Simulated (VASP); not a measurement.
# Be24H in VASP: relaxation of the atoms with PBE

Aim: the relaxation of the atoms of Be24H with PBE.

All numbers are computed with VASP 6.6.1; they aren't measurements. Logs are shortened: lines on timing, memory, paths and dates and some standing lists are left out, and cuts for length are marked.

### 1 The cell of the first run

The cell holds a slab with vacuum, 25 atoms: a = 4.525 Å, b = 7.134 Å, c = 19.869 Å, α = 90.00°, β = 90.00°, γ = 90.00°.

### 2 Relaxation of the atoms, PBE

Input file INCAR:

```
SYSTEM = Be24H
ALGO = Normal ; DIPOL = 0.5 0.5 0.319
EDIFF = 1E-7 ; EDIFFG = -0.025
ENCUT = 520 ; GGA = PE
GGA_COMPAT = .False. ; IBRION = 2
IDIPOL = 3 ; ISIF = 2
ISMEAR = 0 ; KPAR = 4
LASPH = .True. ; LCHARG = .False.
LDIPOL = .True. ; LREAL = .False.
LWAVE = .False. ; NELM = 120
NELMDL = -8 ; NELMIN = 4
NSW = 36 ; PREC = Accurate
SIGMA = 0.1
```

Input file KPOINTS:

```
k-points
0
Gamma
  6 4 1
  0 0 0
```

Input file POSCAR:

```
Be24H
1.0
    4.5254381414      0.0000000000      0.0000000000
    0.0000000000      7.1336190818      0.0000000000
    0.0000000000      0.0000000000     19.8685529777
Be H
24 1
Selective dynamics
Direct
    0.0000000000      0.3750000000      0.2013231665  F F F
    0.0000000000      0.8750000000      0.2013231665  F F F
    0.5000000000      0.3750000000      0.2013231665  F F F
    0.5000000000      0.8750000000      0.2013231665  F F F
    0.2500000000      0.1250000000      0.2341987732  F F F
    0.2500000000      0.6250000000      0.2341987732  F F F
    0.7500000000      0.1250000000      0.2341987732  F F F
    0.7500000000      0.6250000000      0.2341987732  F F F
    0.2500000000      0.3750000000      0.2999499865  F F F
    0.2500000000      0.8750000000      0.2999499865  F F F
    0.7500000000      0.3750000000      0.2999499865  F F F
    0.7500000000      0.8750000000      0.2999499865  F F F
    0.0000000000      0.1250000000      0.3268353583  F F F
    0.0000000000      0.6250000000      0.3268353583  F F F
    0.5000000000      0.1250000000      0.3268353583  F F F
    0.5000000000      0.6250000000      0.3268353583  F F F
    0.0000000000      0.3750000000      0.3993099146  F F F
    0.0000000000      0.8750000000      0.3993099146  F F F
    0.5000000000      0.3750000000      0.3993099146  F F F
    0.5000000000      0.8750000000      0.3993099146  F F F
    0.2500000000      0.1250000000      0.4211958962  F F F
    0.2500000000      0.6250000000      0.4211958962  F F F
    0.7500000000      0.1250000000      0.4211958962  F F F
    0.7500000000      0.6250000000      0.4211958962  F F F
    0.5000000000      0.1875000000      0.4486140486  F F T
```

Potentials or basis: VASP PAW PBE potentials, release 64 (Be, H).

Run with:

```bash
> cat potpaw_PBE.64/Be/POTCAR potpaw_PBE.64/H/POTCAR > POTCAR
> mpirun -np 4 vasp_std > vasp.out
```

OUTCAR:

```text
SYSTEM = Be24H
   EDIFF = 1E-7
   EDIFFG = -0.025
   ENCUT = 520
   GGA = PE
   IBRION = 2
   ISIF = 2
   ISMEAR = 0
   LASPH = .True.
   LREAL = .False.
   NELM = 120
   NELMDL = -8
   NELMIN = 4
   NSW = 36
   PREC = Accurate

 ion  position               nearest neighbor table
   1  0.000  0.375  0.201-   5 2.21   6 2.21   7 2.21   8 2.21   3 2.26   3 2.26  11 2.26   9 2.26

   2  0.000  0.875  0.201-   5 2.21   6 2.21   7 2.21   8 2.21   4 2.26   4 2.26  12 2.26  10 2.26

   3  0.500  0.375  0.201-   5 2.21   6 2.21   7 2.21   8 2.21   1 2.26   1 2.26  11 2.26   9 2.26
[... 39 lines left out ...]
  23  0.750  0.125  0.421-  25 1.33  18 2.16  19 2.16  20 2.16  17 2.16  15 2.19  13 2.19  21 2.26
                            21 2.26
  24  0.750  0.625  0.421-  17 2.16  18 2.16  19 2.16  20 2.16  14 2.19  16 2.19  22 2.26  22 2.26

  25  0.500  0.188  0.449-  21 1.33  23 1.33

  LATTYP: Found a simple orthorhombic cell.
 ALAT       =     4.5254381414
 B/A-ratio  =     1.5763377730
 C/A-ratio  =     4.3904153271

  Lattice vectors:

 A1 = (   4.5254381414,   0.0000000000,   0.0000000000)
 A2 = (   0.0000000000,   7.1336190818,   0.0000000000)
 A3 = (   0.0000000000,   0.0000000000,  19.8685529777)

Analysis of symmetry for initial positions (statically):
=====================================================================
 Subroutine PRICEL returns:
 Original cell was already a primitive cell.

 Routine SETGRP: Setting up the symmetry group for a
 simple orthorhombic supercell.

 Subroutine GETGRP returns: Found  2 space group operations
 (whereof  2 operations were pure point group operations)
 out of a pool of  8 trial point group operations.

The static configuration has the point symmetry C_1h.

Analysis of symmetry for dynamics (positions and initial velocities):
=====================================================================
 Subroutine PRICEL returns:
 Original cell was already a primitive cell.

 Routine SETGRP: Setting up the symmetry group for a
 simple orthorhombic supercell.

 Subroutine GETGRP returns: Found  2 space group operations
 (whereof  2 operations were pure point group operations)
 out of a pool of  8 trial point group operations.

The dynamic configuration has the point symmetry C_1h.

Analysis of constrained symmetry for selective dynamics:
=====================================================================
 Subroutine PRICEL returns:
 Original cell was already a primitive cell.

 Routine SETGRP: Setting up the symmetry group for a
 simple orthorhombic supercell.

 Subroutine GETGRP returns: Found  2 space group operations
 (whereof  2 operations were pure point group operations)
 out of a pool of  8 trial point group operations.

The constrained configuration has the point symmetry C_1h.

 Subroutine INISYM returns: Found  2 space group operations
 (whereof  2 operations are pure point group operations),
 and found     1 'primitive' translations

----------------------------------------------------------------------------------------

                                     Primitive cell

  volume of cell :     641.4116

  direct lattice vectors                    reciprocal lattice vectors
     4.525438141  0.000000000  0.000000000     0.220973079  0.000000000  0.000000000
     0.000000000  7.133619082  0.000000000     0.000000000  0.140181300  0.000000000
     0.000000000  0.000000000 19.868552978     0.000000000  0.000000000  0.050330792

  length of vectors
     4.525438141  7.133619082 19.868552978     0.220973079  0.140181300  0.050330792

  position of ions in fractional coordinates (direct lattice)
     0.000000000  0.375000000  0.201323167
     0.000000000  0.875000000  0.201323167
     0.500000000  0.375000000  0.201323167
     0.500000000  0.875000000  0.201323167
     0.250000000  0.125000000  0.234198773
     0.250000000  0.625000000  0.234198773
[... 17 lines left out ...]
     0.750000000  0.625000000  0.421195896
     0.500000000  0.187500000  0.448614049

  ion indices of the primitive-cell ions
   primitive index   ion index
                 1           1
                 2           2
                 3           3
                 4           4
                 5           5
                 6           6
[... 17 lines left out ...]
                24          24
                25          25

----------------------------------------------------------------------------------------

 KPOINTS: k-points

Automatic generation of k-mesh.
 Grid dimensions read from file:
 generate k-points for:    6    4    1

 Generating k-lattice:

  Cartesian coordinates                     Fractional coordinates (reciprocal lattice)
     0.036828847  0.000000000  0.000000000     0.166666667  0.000000000  0.000000000
     0.000000000  0.035045325  0.000000000     0.000000000  0.250000000  0.000000000
     0.000000000  0.000000000  0.050330792     0.000000000  0.000000000  1.000000000

  Length of vectors
     0.036828847  0.035045325  0.050330792

  Shift w.r.t. Gamma in fractional coordinates (k-lattice)
     0.000000000  0.000000000  0.000000000

 Subroutine IBZKPT returns following result:
 ===========================================

 Found     12 irreducible k-points:

 Following reciprocal coordinates:
            Coordinates               Weight
  0.000000  0.000000  0.000000      1.000000
  0.166667  0.000000  0.000000      2.000000
  0.333333  0.000000  0.000000      2.000000
  0.500000  0.000000  0.000000      1.000000
  0.000000  0.250000  0.000000      2.000000
  0.166667  0.250000  0.000000      4.000000
  0.333333  0.250000  0.000000      4.000000
  0.500000  0.250000  0.000000      2.000000
  0.000000  0.500000  0.000000      1.000000
  0.166667  0.500000  0.000000      2.000000
  0.333333  0.500000  0.000000      2.000000
  0.500000  0.500000  0.000000      1.000000
   k-points           NKPTS =     12   k-points in BZ     NKDIM =     12   number of bands    NBANDS=     37
   number of dos      NEDOS =    301   number of ions     NIONS =     25
   total plane-waves  NPLWV = 291600
   dimension x,y,z NGX =    36 NGY =   54 NGZ =  150
   dimension x,y,z NGXF=    72 NGYF=  108 NGZF=  300
   ions per type =              24   1
   NGX,Y,Z   is equivalent  to a cutoff of  13.22, 12.58, 12.55 a.u.
   NGXF,Y,Z  is equivalent  to a cutoff of  26.45, 25.17, 25.10 a.u.
 SYSTEM =  Be24H
   PREC   = accura    normal or accurate (medium, high low for compatibility)
   ISTART =      0    job   : 0-new  1-cont  2-samecut
   ICHARG =      2    charge: 1-file 2-atom 10-const
   ISPIN  =      1    spin polarized calculation?
   LNONCOLLINEAR =      F non collinear calculations
   LSORBIT =      F    spin-orbit coupling
   LASPH  =      T    aspherical Exc in radial PAW
   ENCUT  =  520.0 eV  38.22 Ry    6.18 a.u.   8.41 13.26 36.94*2*pi/ulx,y,z
   NELM   =    120;   NELMIN=  4; NELMDL= -8     # of ELM steps
   EDIFF  = 0.1E-06   stopping-criterion for ELM
   LREAL  =      F    real-space projection
   EDIFFG = -.3E-01   stopping-criterion for IOM
   NSW    =     36    number of steps for IOM
   IBRION =      2    ionic relax: 0-MD 1-quasi-New 2-CG
   NFREE  =      1    steps in history (QN), initial steepest desc. (CG)
   ISIF   =      2    stress and relaxation
   ISYM   =      2    0-nonsym 1-usesym 2-fastsym
   POTIM  = 0.5000    time-step for ionic-motion
   TEBEG  =    0.0;   TEEND  =   0.0 temperature during run
   PSTRESS=    0.0 pullay stress
   NELECT =      49.0000    total number of electrons
   NUPDOWN=      -1.0000    fix difference up-down
   EMIN   =  10.00;   EMAX   =-10.00  energy-range for DOS
   EFERMI =   0.00;   METHOD = LEGACY
   ISMEAR =     0;   SIGMA  =   0.10  broadening in eV -4-tet -1-fermi 0-gaus
   EFERMI_NEDOS =   21; number of points for ismear=-14 and -15
   IALGO  =     38    algorithm
   IMIX   =      4    mixing-type and parameters
     AMIX     =   0.40;   BMIX     =  1.00
     AMIX_MAG =   1.60;   BMIX_MAG =  1.00
  volume/ion in A,a.u.               =      25.66       173.14
  Fermi-wavevector in a.u.,A,eV,Ry     =   0.694642  1.312684  6.565192  0.482528
  Thomas-Fermi vector in A             =   1.777193
   LORBIT       =      0    0 simple, 1 ext, 2 COOP (PROOUT), +10 PAW based schemes
   GGA     = PE    functional components
   LHFCALC =     F    Hartree Fock is set to
   AEXX    =    0.0000 exact exchange contribution
   IVDW    =     0    specifies the selected vdW correction
   LEPSILON=     F    determine dielectric tensor
   LRPA    =     F    only Hartree local field effects (RPA)
 conjugate gradient relaxation of ions
 non-spin polarized calculation
 Gauss-broadening in eV      SIGMA  =   0.10
  energy-cutoff  :      520.00
  volume of cell :      641.41
 maximum number of plane-waves:     17327
 NGX is ok and might be reduce to    36
   NGX = 17   NGY = 27   NGZ = 73

 dipolmoment           0.000000      0.000000     -0.105544 electrons x Angstroem

--------------------------------------- Ionic step        1  -------------------------------------------

 number of electron      49.0000001 magnetization

 Free energy of the ion-electron system (eV)
  ---------------------------------------------------
  ext. energy  EPLUGINS =         0.00000000
  ---------------------------------------------------
  free energy    TOTEN  =       -86.15810241 eV

  energy without entropy =      -86.12956479  energy(sigma->0) =      -86.14383360

------------------------ aborting loop because EDIFF is reached ----------------------------------------

  FORCE on cell =-STRESS in cart. coord.  units (eV):
  Direction    XX          YY          ZZ          XY          YZ          ZX
  --------------------------------------------------------------------------------------
  -------------------------------------------------------------------------------------
  Total        0.0957089     -3.0168298      1.7720667      0.0000000      0.7044723      0.0000000
  in kB        0.2390705     -7.5357175      4.4264326      0.0000000      1.7596962      0.0000000
  external PRESSURE =      -0.9567382 kB  Pullay stress =       0.0000000 kB
[... 164 lines left out ...]
--------------------------------------- Ionic step        4  -------------------------------------------

 number of electron      49.0000001 magnetization

 dipolmoment           0.000000      0.000000      0.066932 electrons x Angstroem

 Free energy of the ion-electron system (eV)
  ---------------------------------------------------
  ext. energy  EPLUGINS =         0.00000000
  ---------------------------------------------------
  free energy    TOTEN  =       -86.52949371 eV

  energy without entropy =      -86.51112466  energy(sigma->0) =      -86.52030919

 E-fermi :  -1.2035     XC(G=0):  -4.1308

 val. band max:       -1.2497898020   @ k =   0.3333   0.5000   0.0000
 cond. band min:      -1.1748933427   @ k =   0.1667   0.0000   0.0000
 fundamental gap:      0.0748964593
 Fermi energy:        -1.2034574032

 k-point     1 :       0.0000    0.0000    0.0000
  band No.  band energies     occupation
      1     -11.4882      2.00000
      2      -9.6659      2.00000
      3      -9.3237      2.00000
      4      -9.2905      2.00000
      5      -7.8521      2.00000
      6      -7.2455      2.00000
[... 457 lines left out ...]
     35       3.2366      0.00000
     36       3.3044      0.00000
 [bands above 36 left out]

------------------------ aborting loop because EDIFF is reached ----------------------------------------

 vacuum level on the upper side and lower side of the slab       (xc-potential included)         0.170        -0.222

  FORCE on cell =-STRESS in cart. coord.  units (eV):
  Direction    XX          YY          ZZ          XY          YZ          ZX
  --------------------------------------------------------------------------------------
  -------------------------------------------------------------------------------------
  Total       -1.9178636     -3.6426372     -0.1071750      0.0000000     -0.0366311      0.0000000
  in kB       -4.7906178     -9.0989172     -0.2677115      0.0000000     -0.0915005      0.0000000
  external PRESSURE =      -4.7190822 kB  Pullay stress =       0.0000000 kB
[... 40 lines left out ...]
  FREE ENERGIE OF THE ION-ELECTRON SYSTEM (eV)
  ---------------------------------------------------
  free  energy   TOTEN  =       -86.5294937096 eV

  energy  without entropy=      -86.5111246608  energy(sigma->0) =      -86.52030919

 reached required accuracy - stopping structural energy minimisation

 vacuum level on the upper side and lower side of the slab         3.500         3.112
```

Run time: 21 min. Hardware: 4 MPI ranks of Intel Xeon Platinum 8259CL at 2.50GHz (Skylake/Cascade Lake), shared host; peak memory 0.82 GiB.

What came out:

```
Free energy               : -86.5295 eV
Energy gained by relaxing : 14.9 meV/atom
Ionic steps               : 4
Band gap on the k mesh    : zero (an odd number of electrons rules out a gap without spin polarisation)
```

The path:
```tsv
step	energy change (eV)	largest force on free atoms (eV/Å)	pressure (GPa)
1	0.0000	1.9211	-0.10
2	-0.1596	1.5074	-0.20
3	-0.3674	0.2067	-0.44
4	-0.3714	0.0025	-0.47
```

Final structure:
```
CELL_PARAMETERS angstrom
4.52544 0.00000 0.00000
0.00000 7.13362 0.00000
0.00000 0.00000 19.86855
ATOMIC_POSITIONS crystal
Be 0.00000 0.37500 0.20132
Be 0.00000 0.87500 0.20132
Be 0.50000 0.37500 0.20132
Be 0.50000 0.87500 0.20132
Be 0.25000 0.12500 0.23420
Be 0.25000 0.62500 0.23420
Be 0.75000 0.12500 0.23420
Be 0.75000 0.62500 0.23420
Be 0.25000 0.37500 0.29995
Be 0.25000 0.87500 0.29995
Be 0.75000 0.37500 0.29995
Be 0.75000 0.87500 0.29995
Be 0.00000 0.12500 0.32684
Be 0.00000 0.62500 0.32684
Be 0.50000 0.12500 0.32684
Be 0.50000 0.62500 0.32684
Be 0.00000 0.37500 0.39931
Be 0.00000 0.87500 0.39931
Be 0.50000 0.37500 0.39931
Be 0.50000 0.87500 0.39931
Be 0.25000 0.12500 0.42120
Be 0.25000 0.62500 0.42120
Be 0.75000 0.12500 0.42120
Be 0.75000 0.62500 0.42120
H 0.50000 0.18750 0.46727
```

The gap in the log of VASP goes by the Fermi energy; the results here count the filled bands.